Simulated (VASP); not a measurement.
# NaCl (I4/mmm) in VASP: a series of runs

The runs below take NaCl through single point, with PBEsol.

Everything below comes from runs of VASP 6.6.1. Logs are shortened: lines on timing, memory, paths and dates and some standing lists are left out, and cuts for length are marked.

### 1 The cell of the first run

Symmetry: I4/mmm, No. 139, tetragonal system. Conventional cell: a = 3.684 Å, b = 3.684 Å, c = 5.663 Å, α = 90.00°, β = 90.00°, γ = 90.00°. Within 3.4 Å of Na (site symmetry 4/mmm) lie 6 Cl at 2.61 to 2.83 Å. Within 3.4 Å of Cl (site symmetry 4/mmm) lie 6 Na at 2.61 to 2.83 Å.

### 2 Single point, PBEsol (strain -0.080 along x and y, +0.000 along z)

Contents of INCAR:

```
ALGO     = Normal         # electronic algorithm
EDIFF    = 1E-7           # SCF threshold, eV
ENCUT    = 520            # plane-wave cutoff, eV
GGA      = PS             # functional
ISIF     = 2              # what is computed and relaxed
ISMEAR   = 0              # smearing method
LASPH    = True           # aspherical terms in the spheres
LCHARG   = False          # write CHGCAR
LREAL    = False          # projectors in reciprocal space
LWAVE    = False          # write WAVECAR
NBANDS   = 14             # bands
NELM     = 60             # most SCF steps
PREC     = Accurate       # precision mode
SIGMA    = 0.05           # smearing width, eV
```

Contents of KPOINTS:

```
k-points
0
Gamma
  8 8 8
```

Contents of POSCAR:

```
NaCl
1.0
    0.0000000000      2.6052100000      2.8317500000
    2.6052100000      0.0000000000      2.8317500000
    2.6052100000      2.6052100000      0.0000000000
Na Cl
1 1
Direct
    0.0000000000      0.0000000000      0.0000000000
    0.5000000000      0.5000000000      0.5000000000
```

Potentials or basis: VASP PAW PBE potentials, release 64 (Na_pv, Cl).

On the command line:

```bash
cat potpaw_PBE.64/Na_pv/POTCAR potpaw_PBE.64/Cl/POTCAR > POTCAR
mpirun -np 1 vasp_std > vasp.out
```

OUTCAR:

```text
EDIFF = 1E-7
   ENCUT = 520
   GGA = PS
   ISIF = 2
   ISMEAR = 0
   LASPH = True
   LREAL = False
   NELM = 60
   PREC = Accurate

 ion  position               nearest neighbor table
   1  0.000  0.000  0.000-   2 2.61   2 2.61   2 2.61   2 2.61
   2  0.500  0.500  0.500-   1 2.61   1 2.61   1 2.61   1 2.61

  LATTYP: Found a body centered tetragonal cell.
 ALAT       =     3.6843233148
 C/A-ratio  =     1.5371886548

  Lattice vectors:

 A1 = (  -2.6052100000,   0.0000000000,   2.8317500000)
 A2 = (   2.6052100000,   0.0000000000,   2.8317500000)
 A3 = (   0.0000000000,   2.6052100000,  -2.8317500000)

Analysis of symmetry for initial positions (statically):
=====================================================================
 Subroutine PRICEL returns:
 Original cell was already a primitive cell.

 Routine SETGRP: Setting up the symmetry group for a
 body centered tetragonal supercell.

 Subroutine GETGRP returns: Found 16 space group operations
 (whereof 16 operations were pure point group operations)
 out of a pool of 16 trial point group operations.

The static configuration has the point symmetry D_4h.

Analysis of symmetry for dynamics (positions and initial velocities):
=====================================================================
 Subroutine PRICEL returns:
 Original cell was already a primitive cell.

 Routine SETGRP: Setting up the symmetry group for a
 body centered tetragonal supercell.

 Subroutine GETGRP returns: Found 16 space group operations
 (whereof 16 operations were pure point group operations)
 out of a pool of 16 trial point group operations.

The dynamic configuration has the point symmetry D_4h.

 Subroutine INISYM returns: Found 16 space group operations
 (whereof 16 operations are pure point group operations),
 and found     1 'primitive' translations

----------------------------------------------------------------------------------------

                                     Primitive cell

  volume of cell :      38.4388

  direct lattice vectors                    reciprocal lattice vectors
     0.000000000  2.605210000  2.831750000    -0.191923108  0.191923108  0.176569259
     2.605210000  0.000000000  2.831750000     0.191923108 -0.191923108  0.176569259
     2.605210000  2.605210000  0.000000000     0.191923108  0.191923108 -0.176569259

[... 85 lines left out ...]
   EDIFFG = 0.1E-05   stopping-criterion for IOM
   NSW    =      0    number of steps for IOM
   IBRION =     -1    ionic relax: 0-MD 1-quasi-New 2-CG
   NFREE  =      0    steps in history (QN), initial steepest desc. (CG)
   ISIF   =      2    stress and relaxation
   ISYM   =      2    0-nonsym 1-usesym 2-fastsym
   POTIM  = 0.5000    time-step for ionic-motion
   TEBEG  =    0.0;   TEEND  =   0.0 temperature during run
   PSTRESS=    0.0 pullay stress
   NELECT =      14.0000    total number of electrons
   NUPDOWN=      -1.0000    fix difference up-down
   EMIN   =  10.00;   EMAX   =-10.00  energy-range for DOS
   EFERMI =   0.00;   METHOD = LEGACY
   ISMEAR =     0;   SIGMA  =   0.05  broadening in eV -4-tet -1-fermi 0-gaus
   EFERMI_NEDOS =   21; number of points for ismear=-14 and -15
   IALGO  =     38    algorithm
   IMIX   =      4    mixing-type and parameters
     AMIX     =   0.40;   BMIX     =  1.00
     AMIX_MAG =   1.60;   BMIX_MAG =  1.00
  volume/ion in A,a.u.               =      19.22       129.70
  Fermi-wavevector in a.u.,A,eV,Ry     =   1.169124  2.209325 18.597148  1.366852
  Thomas-Fermi vector in A             =   2.305602
   LORBIT       =      0    0 simple, 1 ext, 2 COOP (PROOUT), +10 PAW based schemes
   GGA     = PS    functional components
   LHFCALC =     F    Hartree Fock is set to
   AEXX    =    0.0000 exact exchange contribution
   IVDW    =     0    specifies the selected vdW correction
   LEPSILON=     F    determine dielectric tensor
   LRPA    =     F    only Hartree local field effects (RPA)
 non-spin polarized calculation
 Gauss-broadening in eV      SIGMA  =   0.05
  energy-cutoff  :      520.00
  volume of cell :       38.44
 maximum number of plane-waves:      1054
 NGX is ok and might be reduce to    30
   NGX = 15   NGY = 15   NGZ = 13

 number of electron      13.9999994 magnetization

 Free energy of the ion-electron system (eV)
  ---------------------------------------------------
  ext. energy  EPLUGINS =         0.00000000
  ---------------------------------------------------
  free energy    TOTEN  =        -6.87823406 eV

  energy without entropy =       -6.87823406  energy(sigma->0) =       -6.87823406

 E-fermi :   0.5056     XC(G=0):  -9.0226

 val. band max:        0.2112704629   @ k =   0.0000   0.0000   0.0000
 cond. band min:       5.7589452367   @ k =   0.0000   0.0000   0.0000
 fundamental gap:      5.5476747738
 Fermi energy:         0.5056203754

 k-point     1 :       0.0000    0.0000    0.0000
  band No.  band energies     occupation
      1     -20.2013      2.00000
      2     -20.1995      2.00000
      3     -20.1995      2.00000
      4     -12.8591      2.00000
      5       0.1991      2.00000
      6       0.1991      2.00000
      7       0.2113      2.00000
      8       5.7589      0.00000
      9      10.8742      0.00000
     10      11.5903      0.00000
     11      11.5903      0.00000
     12      13.1973      0.00000
     13      14.3179      0.00000
     14      15.4304      0.00000
[... 377 lines left out ...]
      1     -20.2506      2.00000
      2     -20.2081      2.00000
      3     -20.2037      2.00000
      4     -12.4062      2.00000
      5      -1.7742      2.00000
      6      -0.2398      2.00000
      7      -0.2206      2.00000
      8       7.9241      0.00000
      9      10.2718      0.00000
     10      11.3620      0.00000
     11      11.9186      0.00000
     12      14.3423      0.00000
     13      15.6871      0.00000
     14      17.6409      0.00000

 [... further k-points ...]
[... 5 lines left out ...]
  --------------------------------------------------------------------------------------
  -------------------------------------------------------------------------------------
  Total        1.8444769      1.8444769      0.2775253      0.0000000      0.0000000     -0.0000000
  in kB       76.8800093     76.8800093     11.5675889      0.0000000      0.0000000     -0.0000000
  external PRESSURE =      55.1092025 kB  Pullay stress =       0.0000000 kB

 VOLUME and BASIS-vectors are now :
 -----------------------------------------------------------------------------
  energy-cutoff  :      520.00
  volume of cell :       38.44
      direct lattice vectors                 reciprocal lattice vectors
     0.000000000  2.605210000  2.831750000    -0.191923108  0.191923108  0.176569259
     2.605210000  0.000000000  2.831750000     0.191923108 -0.191923108  0.176569259
     2.605210000  2.605210000  0.000000000     0.191923108  0.191923108 -0.176569259

 POSITION                                       TOTAL-FORCE (eV/Angst)
 -----------------------------------------------------------------------------------
      0.00000      0.00000      0.00000         0.000000      0.000000      0.000000
      2.60521      2.60521      2.83175         0.000000      0.000000     -0.000000
 -----------------------------------------------------------------------------------
    total drift:                               -0.000000      0.000000      0.000000

  FREE ENERGIE OF THE ION-ELECTRON SYSTEM (eV)
  ---------------------------------------------------
  free  energy   TOTEN  =        -6.8782340630 eV

  energy  without entropy=       -6.8782340630  energy(sigma->0) =       -6.87823406
```

Wall time 28 s (1 thread of AMD EPYC 7R43 (Zen 3), shared host); peak memory 0.14 GiB.

What came out:

* Free energy: -6.8782 eV
* Pressure: 5.5 GPa
* Band gap on the k mesh: 5.55 eV, direct

Levels at points of the mesh, in eV from the valence-band top:
```tsv
k point	band 4	band 5	band 6	band 7	band 8	band 9	band 10	band 11
(0.00, 0.00, 0.00)	-13.07	-0.01	-0.01	0.00	5.55	10.66	11.38	11.38
(0.50, 0.00, 0.00)	-12.51	-2.51	-0.46	-0.30	7.29	10.83	11.70	11.74
(0.50, 0.50, 0.00)	-12.55	-2.23	-0.63	-0.63	7.91	7.98	11.72	15.78
(0.50, 0.00, 0.50)	-12.43	-2.13	-1.00	-0.71	7.61	7.85	12.51	15.20
```

Caveat: the cell differs from its parent crystal (strain -0.080 along x and y, +0.000 along z); the PAW data sets were made with another functional, which shifts forces and pressure a little.

### 3 Single point, PBEsol (strain -0.040 along x and y, -0.080 along z)

Contents of INCAR:

```
SYSTEM = NaCl
  ALGO = Normal
  EDIFF = 1E-6
  ENCUT = 520
  GGA = PS
  ISIF = 2
  ISMEAR = 0
  LASPH = .True.
  LCHARG = .False.
  LREAL = .False.
  LWAVE = .False.
  NBANDS = 14
  NELM = 100
  PREC = Accurate
  SIGMA = 0.05
```

Contents of KPOINTS:

```
k-points
0
Gamma
  8 8 8
  0 0 0
```

Contents of POSCAR:

```
NaCl
1.0
    0.0000000000      2.7184800000      2.6052100000
    2.7184800000      0.0000000000      2.6052100000
    2.7184800000      2.7184800000      0.0000000000
Na Cl
1 1
Direct
    0.0000000000      0.0000000000      0.0000000000
    0.5000000000      0.5000000000      0.5000000000
```

Potentials or basis: VASP PAW PBE potentials, release 64 (Na_pv, Cl).

On the command line:

```bash
cat potpaw_PBE.64/Na_pv/POTCAR potpaw_PBE.64/Cl/POTCAR > POTCAR
mpirun -np 1 vasp_std > vasp.out
```

OUTCAR:

```text
SYSTEM = NaCl
   EDIFF = 1E-6
   ENCUT = 520
   GGA = PS
   ISIF = 2
   ISMEAR = 0
   LASPH = .True.
   LREAL = .False.
   NELM = 100
   PREC = Accurate

 ion  position               nearest neighbor table
   1  0.000  0.000  0.000-   2 2.61   2 2.61   2 2.72   2 2.72   2 2.72   2 2.72
   2  0.500  0.500  0.500-   1 2.61   1 2.61   1 2.72   1 2.72   1 2.72   1 2.72

  LATTYP: Found a body centered tetragonal cell.
 ALAT       =     3.8445112850
 C/A-ratio  =     1.3552879973

  Lattice vectors:

 A1 = (   0.0000000000,  -2.7184800000,  -2.6052100000)
 A2 = (   0.0000000000,   2.7184800000,  -2.6052100000)
 A3 = (   2.7184800000,   0.0000000000,   2.6052100000)

Analysis of symmetry for initial positions (statically):
=====================================================================
 Subroutine PRICEL returns:
 Original cell was already a primitive cell.

 Routine SETGRP: Setting up the symmetry group for a
 body centered tetragonal supercell.

 Subroutine GETGRP returns: Found 16 space group operations
 (whereof 16 operations were pure point group operations)
 out of a pool of 16 trial point group operations.

The static configuration has the point symmetry D_4h.

Analysis of symmetry for dynamics (positions and initial velocities):
=====================================================================
 Subroutine PRICEL returns:
 Original cell was already a primitive cell.

 Routine SETGRP: Setting up the symmetry group for a
 body centered tetragonal supercell.

 Subroutine GETGRP returns: Found 16 space group operations
 (whereof 16 operations were pure point group operations)
 out of a pool of 16 trial point group operations.

The dynamic configuration has the point symmetry D_4h.

 Subroutine INISYM returns: Found 16 space group operations
 (whereof 16 operations are pure point group operations),
 and found     1 'primitive' translations

[... 115 lines left out ...]
  volume/ion in A,a.u.               =      19.25       129.92
  Fermi-wavevector in a.u.,A,eV,Ry     =   1.168447  2.208045 18.575617  1.365269
  Thomas-Fermi vector in A             =   2.304934
   LORBIT       =      0    0 simple, 1 ext, 2 COOP (PROOUT), +10 PAW based schemes
   GGA     = PS    functional components
   LHFCALC =     F    Hartree Fock is set to
   AEXX    =    0.0000 exact exchange contribution
   IVDW    =     0    specifies the selected vdW correction
   LEPSILON=     F    determine dielectric tensor
   LRPA    =     F    only Hartree local field effects (RPA)
 non-spin polarized calculation
 Gauss-broadening in eV      SIGMA  =   0.05
  energy-cutoff  :      520.00
  volume of cell :       38.51
 maximum number of plane-waves:      1058
   NGX = 13   NGY = 13   NGZ = 15

 number of electron      13.9999991 magnetization

 Free energy of the ion-electron system (eV)
  ---------------------------------------------------
  ext. energy  EPLUGINS =         0.00000000
  ---------------------------------------------------
  free energy    TOTEN  =        -6.91209032 eV

  energy without entropy =       -6.91209032  energy(sigma->0) =       -6.91209032

 E-fermi :   0.4469     XC(G=0):  -9.0220

 val. band max:        0.2027247238   @ k =   0.0000   0.0000   0.0000
 cond. band min:       5.7491505738   @ k =   0.0000   0.0000   0.0000
 fundamental gap:      5.5464258500
 Fermi energy:         0.4468657846

 k-point     1 :       0.0000    0.0000    0.0000
  band No.  band energies     occupation
      1     -20.2219      2.00000
      2     -20.2198      2.00000
      3     -20.2198      2.00000
      4     -12.8584      2.00000
      5       0.1775      2.00000
      6       0.2027      2.00000
      7       0.2027      2.00000
      8       5.7492      0.00000
      9      11.1919      0.00000
     10      11.1919      0.00000
     11      11.5500      0.00000
     12      13.4452      0.00000
     13      14.0308      0.00000
     14      15.3689      0.00000
[... 377 lines left out ...]
      1     -20.2652      2.00000
      2     -20.2263      2.00000
      3     -20.2258      2.00000
      4     -12.4357      2.00000
      5      -1.7262      2.00000
      6      -0.2785      2.00000
      7      -0.1804      2.00000
      8       7.9484      0.00000
      9      10.3602      0.00000
     10      10.9938      0.00000
     11      12.1664      0.00000
     12      14.2677      0.00000
     13      15.6290      0.00000
     14      17.5141      0.00000

 [... further k-points ...]
[... 5 lines left out ...]
  --------------------------------------------------------------------------------------
  -------------------------------------------------------------------------------------
  Total        0.8718552      0.8718552      1.8156101      0.0000000      0.0000000     -0.0000000
  in kB       36.2768819     36.2768819     75.5454239      0.0000000      0.0000000     -0.0000000
  external PRESSURE =      49.3663959 kB  Pullay stress =       0.0000000 kB

 VOLUME and BASIS-vectors are now :
 -----------------------------------------------------------------------------
  energy-cutoff  :      520.00
  volume of cell :       38.51
      direct lattice vectors                 reciprocal lattice vectors
     0.000000000  2.718480000  2.605210000    -0.183926312  0.183926312  0.191923108
     2.718480000  0.000000000  2.605210000     0.183926312 -0.183926312  0.191923108
     2.718480000  2.718480000  0.000000000     0.183926312  0.183926312 -0.191923108

 POSITION                                       TOTAL-FORCE (eV/Angst)
 -----------------------------------------------------------------------------------
      0.00000      0.00000      0.00000         0.000000     -0.000000      0.000000
      2.71848      2.71848      2.60521        -0.000000      0.000000      0.000000
 -----------------------------------------------------------------------------------
    total drift:                                0.000000      0.000000      0.000000

  FREE ENERGIE OF THE ION-ELECTRON SYSTEM (eV)
  ---------------------------------------------------
  free  energy   TOTEN  =        -6.9120903168 eV

  energy  without entropy=       -6.9120903168  energy(sigma->0) =       -6.91209032
```

OSZICAR:

```text
N       E                     dE             d eps       ncg     rms          rms(c)
DAV:   1     0.102417573510E+03    0.10242E+03   -0.71056E+03  1664   0.104E+03
DAV:   2     0.546915156283E+00   -0.10187E+03   -0.94064E+02  1834   0.286E+02
DAV:   3    -0.694802761035E+01   -0.74949E+01   -0.74585E+01  2156   0.711E+01
DAV:   4    -0.706195960030E+01   -0.11393E+00   -0.11390E+00  1952   0.936E+00
DAV:   5    -0.706441047221E+01   -0.24509E-02   -0.24507E-02  2178   0.139E+00    0.203E+00
DAV:   6    -0.692158100966E+01    0.14283E+00   -0.21247E-01  2060   0.366E+00    0.146E+00
DAV:   7    -0.690977707174E+01    0.11804E-01   -0.61319E-02  2404   0.177E+00    0.975E-01
DAV:   8    -0.691218990047E+01   -0.24128E-02   -0.63142E-03  1862   0.777E-01    0.299E-01
DAV:   9    -0.691207042124E+01    0.11948E-03   -0.20531E-04  2126   0.121E-01    0.142E-01
DAV:  10    -0.691209382224E+01   -0.23401E-04   -0.13410E-04  2000   0.102E-01    0.298E-02
DAV:  11    -0.691209045140E+01    0.33708E-05   -0.83738E-06  2132   0.299E-02    0.822E-03
DAV:  12    -0.691209031683E+01    0.13456E-06   -0.86461E-07  1852   0.902E-03
   1 F= -.69120903E+01 E0= -.69120903E+01  d E =-.488596E-14
```

It took 26 s on 1 thread of AMD EPYC 7R43 (Zen 3), shared host; peak memory 0.13 GiB.

Results:

```yaml
Free_energy: -6.9121 eV
Pressure: 4.9 GPa
Band_gap_on_the_k_mesh: 5.55 eV, direct
```

Stress tensor (GPa, compression positive):
```
3.63 0.00 0.00
0.00 3.63 0.00
0.00 0.00 7.55
```

Caveat: the cell differs from its parent crystal (strain -0.040 along x and y, -0.080 along z); the PAW data sets were made with another functional, which shifts forces and pressure a little.

### 4 Single point, PBEsol (strain -0.080 along x and y, +0.040 along z)

Contents of INCAR:

```
PREC = Accurate
ENCUT = 520
EDIFF = 1E-7
ISMEAR = 0
SIGMA = 0.05
LREAL = F
LASPH = T
NELM = 100
ALGO = Normal
ISIF = 2
LWAVE = F
LCHARG = T
GGA = PS
LELF = T
LVHAR = T
NBANDS = 14
```

Contents of KPOINTS:

```
regular mesh
0
Gamma
  8 8 8
```

Contents of POSCAR:

```
NaCl
1.0
    0.0000000000      2.6052100000      2.9450200000
    2.6052100000      0.0000000000      2.9450200000
    2.6052100000      2.6052100000      0.0000000000
Na Cl
1 1
Direct
    0.0000000000      0.0000000000      0.0000000000
    0.5000000000      0.5000000000      0.5000000000
```

On the command line:

```bash
cat potpaw_PBE.64/Na_pv/POTCAR potpaw_PBE.64/Cl/POTCAR > POTCAR
mpirun -np 1 vasp_std > vasp.out
```

It took 37 s on 1 thread of AMD EPYC 7R43 (Zen 3), shared host; peak memory 0.14 GiB.

Results (log left out):

- Free energy: -6.8799 eV
- Pressure: 4.4 GPa
- Band gap on the k mesh: 5.38 eV, direct

Stress tensor (GPa, compression positive):
```
 6.97  0.00  0.00
 0.00  6.97  0.00
 0.00  0.00 -0.73
```

Levels at points of the mesh, in eV from the valence-band top:
| k point | band 4 | band 5 | band 6 | band 7 | band 8 | band 9 | band 10 | band 11 |
| --- | --- | --- | --- | --- | --- | --- | --- | --- |
| (0.00, 0.00, 0.00) | -12.96 | -0.01 | -0.01 | 0.00 | 5.38 | 10.49 | 11.52 | 11.52 |
| (0.50, 0.00, 0.00) | -12.45 | -2.37 | -0.46 | -0.24 | 7.22 | 10.66 | 11.37 | 11.86 |
| (0.50, 0.50, 0.00) | -12.52 | -2.10 | -0.51 | -0.51 | 7.96 | 8.09 | 11.18 | 15.68 |
| (0.50, 0.00, 0.50) | -12.36 | -1.99 | -1.04 | -0.62 | 7.68 | 7.79 | 12.32 | 14.52 |

Caveat: the cell differs from its parent crystal (strain -0.080 along x and y, +0.040 along z); the PAW data sets were made with another functional, which shifts forces and pressure a little.

(Part 1 of 2 ends here.)
